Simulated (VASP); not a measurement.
# WSe2 in VASP: single point with r2SCAN

Aim: the single point of WSe2 with r2SCAN.

All numbers are computed with VASP 6.6.1; they aren't measurements. Logs are shortened: lines on timing, memory, paths and dates and some standing lists are left out, and cuts for length are marked.

## 1. The cell of the first run

The cell holds a slab with vacuum, 9 atoms: a = 3.314 Å, b = 3.314 Å, c = 29.800 Å, α = 90.00°, β = 90.00°, γ = 120.00°.

## 2. Single point, r2SCAN (atom 6 moved 0.30 Å)

The input, POSCAR:

```
WSe2
1.0
    3.3144241877      0.0000000000      0.0000000000
   -1.6572120938      2.8703755455      0.0000000000
    0.0000000000      0.0000000000     29.8000909169
W Se
3 6
Direct
    0.6607425688      0.3322370951     -0.0009394261
    0.3274092355      0.6655704284      0.7690001010
    0.3274092355      0.6655704284      0.2291210468
    0.3274092355      0.6655704284      0.0548340989
    0.6607425688      0.3322370951      0.8247787575
    0.7140594492      0.3421032393      0.2933141634
    0.3274092355      0.6655704284      0.9432870489
    0.6607425688      0.3322370951      0.7132618191
    0.6607425688      0.3322370951      0.1733423903
```

The input, INCAR.step1:

```
SYSTEM = WSe2
PREC     = Accurate       ! precision mode
ENCUT    = 520            ! plane-wave cutoff, eV
ISMEAR   = 0              ! smearing method
SIGMA    = 0.05           ! smearing width, eV
LREAL    = .FALSE.        ! projectors in reciprocal space
LASPH    = .TRUE.         ! aspherical terms in the spheres
NELM     = 100            ! most SCF steps
NBANDS   = 49             ! bands
GGA      = PE             ! functional
ALGO     = Normal         ! electronic algorithm
EDIFF    = 1E-4           ! SCF threshold, eV
LWAVE    = .TRUE.         ! write WAVECAR
LCHARG   = .FALSE.        ! write CHGCAR
```

The input, INCAR.step2:

```
SYSTEM = WSe2
PREC     = Accurate       ! precision mode
ENCUT    = 520            ! plane-wave cutoff, eV
EDIFF    = 1E-6           ! SCF threshold, eV
ISMEAR   = 0              ! smearing method
SIGMA    = 0.05           ! smearing width, eV
LREAL    = .FALSE.        ! projectors in reciprocal space
LASPH    = .TRUE.         ! aspherical terms in the spheres
NELM     = 100            ! most SCF steps
ALGO     = Normal         ! electronic algorithm
ISIF     = 2              ! what is computed and relaxed
LWAVE    = .FALSE.        ! write WAVECAR
LCHARG   = .TRUE.         ! write CHGCAR
METAGGA  = R2SCAN         ! meta-GGA
LMIXTAU  = .TRUE.       
LELF     = .TRUE.         ! ELF
LVHAR    = .TRUE.       
NBANDS   = 49             ! bands
ISTART   = 1
```

The input, KPOINTS:

```
regular mesh
0
G
  6 6 1
  0 0 0
```

Potentials or basis: VASP PAW PBE potentials, release 64 (W_sv, Se).

On the command line:

```
$ cat potpaw_PBE.64/W_sv/POTCAR potpaw_PBE.64/Se/POTCAR > POTCAR
$ cp INCAR.step1 INCAR
$ mpirun -np 1 vasp_std > vasp.out
$ cp INCAR.step2 INCAR
$ mpirun -np 1 vasp_std > vasp.out
```

OUTCAR:

```text
SYSTEM = WSe2
   PREC = Accurate
   ENCUT = 520
   EDIFF = 1E-6
   ISMEAR = 0
   LREAL = .FALSE.
   LASPH = .TRUE.
   NELM = 100
   ISIF = 2
   METAGGA = R2SCAN
   ISTART = 1

 ion  position               nearest neighbor table
   1  0.661  0.332  0.999-   4 2.53   7 2.53   4 2.53   7 2.53   4 2.53   7 2.53
   2  0.327  0.666  0.769-   8 2.53   8 2.53   8 2.53   5 2.53   5 2.53   5 2.53
   3  0.327  0.666  0.229-   9 2.53   9 2.53   9 2.53   6 2.60   6 2.73   6 2.80
   4  0.327  0.666  0.055-   1 2.53   1 2.53   1 2.53
   5  0.661  0.332  0.825-   2 2.53   2 2.53   2 2.53
   6  0.714  0.342  0.293-   3 2.60   3 2.73   3 2.80
   7  0.327  0.666  0.943-   1 2.53   1 2.53   1 2.53
   8  0.661  0.332  0.713-   2 2.53   2 2.53   2 2.53
   9  0.661  0.332  0.173-   3 2.53   3 2.53   3 2.53

  LATTYP: Found a hexagonal cell.
 ALAT       =     3.3144241877
 C/A-ratio  =     8.9910310900

  Lattice vectors:

 A1 = (   3.3144241877,   0.0000000000,   0.0000000000)
 A2 = (  -1.6572120938,   2.8703755455,   0.0000000000)
 A3 = (   0.0000000000,   0.0000000000,  29.8000909169)

Analysis of symmetry for initial positions (statically):
=====================================================================
 Subroutine PRICEL returns:
 Original cell was already a primitive cell.

 Routine SETGRP: Setting up the symmetry group for a
 hexagonal supercell.

 Subroutine GETGRP returns: Found  1 space group operations
 (whereof  1 operations were pure point group operations)
 out of a pool of 24 trial point group operations.

The static configuration has the point symmetry C_1 .

Analysis of symmetry for dynamics (positions and initial velocities):
=====================================================================
 Subroutine PRICEL returns:
 Original cell was already a primitive cell.

 Routine SETGRP: Setting up the symmetry group for a
 hexagonal supercell.

 Subroutine GETGRP returns: Found  1 space group operations
 (whereof  1 operations were pure point group operations)
 out of a pool of 24 trial point group operations.

The dynamic configuration has the point symmetry C_1 .

 Subroutine INISYM returns: Found  1 space group operations
 (whereof  1 operations are pure point group operations),
 and found     1 'primitive' translations

----------------------------------------------------------------------------------------

                                     Primitive cell

[... 105 lines left out ...]
   ISIF   =      2    stress and relaxation
   ISYM   =      2    0-nonsym 1-usesym 2-fastsym
   POTIM  = 0.5000    time-step for ionic-motion
   TEBEG  =    0.0;   TEEND  =   0.0 temperature during run
   PSTRESS=    0.0 pullay stress
   NELECT =      78.0000    total number of electrons
   NUPDOWN=      -1.0000    fix difference up-down
   EMIN   =  10.00;   EMAX   =-10.00  energy-range for DOS
   EFERMI =   0.00;   METHOD = LEGACY
   ISMEAR =     0;   SIGMA  =   0.05  broadening in eV -4-tet -1-fermi 0-gaus
   EFERMI_NEDOS =   21; number of points for ismear=-14 and -15
   IALGO  =     38    algorithm
   IMIX   =      4    mixing-type and parameters
     AMIX     =   0.40;   BMIX     =  1.00
     AMIX_MAG =   1.60;   BMIX_MAG =  1.00
  volume/ion in A,a.u.               =      31.50       212.58
  Fermi-wavevector in a.u.,A,eV,Ry     =   1.064760  2.012104 15.425102  1.133713
  Thomas-Fermi vector in A             =   2.200289
   LORBIT       =      0    0 simple, 1 ext, 2 COOP (PROOUT), +10 PAW based schemes
   METAGGA = R2SCAN    functional components
   LHFCALC =     F    Hartree Fock is set to
   AEXX    =    0.0000 exact exchange contribution
   IVDW    =     0    specifies the selected vdW correction
   LEPSILON=     F    determine dielectric tensor
   LRPA    =     F    only Hartree local field effects (RPA)
 non-spin polarized calculation
 Gauss-broadening in eV      SIGMA  =   0.05
  energy-cutoff  :      520.00
  volume of cell :      283.51
 maximum number of plane-waves:      7692
 NGX is ok and might be reduce to    28
   NGX = 13   NGY = 13   NGZ =111

 number of electron      78.0000009 magnetization

 Free energy of the ion-electron system (eV)
  ---------------------------------------------------
  ext. energy  EPLUGINS =         0.00000000
  ---------------------------------------------------
  free energy    TOTEN  =      -244.84887594 eV

  energy without entropy =     -244.84887594  energy(sigma->0) =     -244.84887594

 E-fermi :   2.1548     XC(G=0):  -7.7921

 val. band max:        1.9358343137   @ k =   0.0000   0.0000   0.0000
 cond. band min:       3.1654162710   @ k =  -0.1667   0.3333   0.0000
 fundamental gap:      1.2295819572
 Fermi energy:         2.1547666508

 k-point     1 :       0.0000    0.0000    0.0000
  band No.  band energies     occupation
      1     -74.2671      2.00000
      2     -74.2140      2.00000
      3     -74.2106      2.00000
      4     -37.8204      2.00000
      5     -37.7949      2.00000
      6     -37.7919      2.00000
[... 1029 lines left out ...]
     48       5.4784      0.00000
     49       6.6383      0.00000

------------------------ aborting loop because EDIFF is reached ----------------------------------------

  FORCE on cell =-STRESS in cart. coord.  units (eV):
  Direction    XX          YY          ZZ          XY          YZ          ZX
  --------------------------------------------------------------------------------------
  -------------------------------------------------------------------------------------
  Total       -1.3986177     -1.3765710     -5.7386395     -0.0459465     -0.3843985     -1.4703923
  in kB       -7.9039687     -7.7793766    -32.4306104     -0.2596562     -2.1723402     -8.3095862
  external PRESSURE =     -16.0379853 kB  Pullay stress =       0.0000000 kB

 VOLUME and BASIS-vectors are now :
 -----------------------------------------------------------------------------
  energy-cutoff  :      520.00
  volume of cell :      283.51
      direct lattice vectors                 reciprocal lattice vectors
     3.314424188  0.000000000  0.000000000     0.301711532  0.174193234  0.000000000
    -1.657212094  2.870375545  0.000000000     0.000000000  0.348386469  0.000000000
     0.000000000  0.000000000 29.800090917     0.000000000  0.000000000  0.033556945

 POSITION                                       TOTAL-FORCE (eV/Angst)
 -----------------------------------------------------------------------------------
      1.63939      0.95365     29.77210        -0.000326     -0.000045     -0.001037
     -0.01782      1.91044     22.91627        -0.000006     -0.000004     -0.000492
     -0.01782      1.91044      6.82783         0.848368      0.178886      2.550343
     -0.01782      1.91044      1.63406        -0.000391     -0.000075      0.046042
      1.63939      0.95365     24.57848        -0.000014     -0.000034      0.045242
      1.79976      0.98196      8.74079        -0.806546     -0.190836     -2.865006
     -0.01782      1.91044     28.11004         0.000112      0.000043     -0.044798
      1.63939      0.95365     21.25527        -0.000002     -0.000034     -0.044829
      1.63939      0.95365      5.16562        -0.041195      0.012098      0.314534
 -----------------------------------------------------------------------------------
    total drift:                               -0.000076     -0.000029     -0.000442

  FREE ENERGIE OF THE ION-ELECTRON SYSTEM (eV)
  ---------------------------------------------------
  free  energy   TOTEN  =      -244.8488759371 eV

  energy  without entropy=     -244.8488759371  energy(sigma->0) =     -244.84887594
```

OUTCAR.step1:

```text
SYSTEM = WSe2
   PREC = Accurate
   ENCUT = 520
   ISMEAR = 0
   LREAL = .FALSE.
   LASPH = .TRUE.
   NELM = 100
[... 1282 lines left out ...]
     -0.01782      1.91044     28.11004         0.000092      0.000034     -0.343292
      1.63939      0.95365     21.25527        -0.000004     -0.000031     -0.385743
      1.63939      0.95365      5.16562        -0.040242      0.010920     -0.007340
 -----------------------------------------------------------------------------------
    total drift:                                0.000052      0.000018     -0.000595

  FREE ENERGIE OF THE ION-ELECTRON SYSTEM (eV)
  ---------------------------------------------------
  free  energy   TOTEN  =       -64.4314655118 eV

  energy  without entropy=      -64.4314655118  energy(sigma->0) =      -64.43146551
```

Wall time 33 min (1 thread of Oxide Virtual Turin-like, shared host); peak memory 0.55 GiB.

What came out:

* Free energy: -244.8489 eV
* Largest force: 2.982 eV/Å
* Band gap on the k mesh: 1.23 eV (least direct gap 1.57 eV)

Forces on the atoms (eV/Å):
```
W    0.000  0.000 -0.001
W    0.000  0.000  0.000
W    0.848  0.179  2.550
Se   0.000  0.000  0.046
Se   0.000  0.000  0.045
Se  -0.807 -0.191 -2.865
Se   0.000  0.000 -0.045
Se   0.000  0.000 -0.045
Se  -0.041  0.012  0.315
```

Levels at points of the mesh, in eV from the valence-band top:
| k point | band 37 | band 38 | band 39 | band 40 | band 41 | band 42 |
| --- | --- | --- | --- | --- | --- | --- |
| (0.00, 0.00, 0.00) | -0.56 | -0.28 | 0.00 | 2.36 | 2.62 | 2.93 |
| (0.50, 0.00, 0.00) | -1.17 | -1.13 | -0.65 | 2.35 | 2.36 | 2.47 |
| (0.00, 0.50, 0.00) | -1.19 | -1.16 | -0.54 | 2.35 | 2.36 | 2.48 |
| (0.50, 0.50, 0.00) | -1.16 | -1.13 | -0.65 | 2.35 | 2.36 | 2.49 |

Caveat: the cell differs from its parent crystal (atom 6 moved 0.30 Å); there is no dipole correction, which matters where the two faces differ; the PAW data sets were made with another functional, which shifts forces and pressure a little; spin-orbit coupling is left out, which moves the levels of the heavy elements.
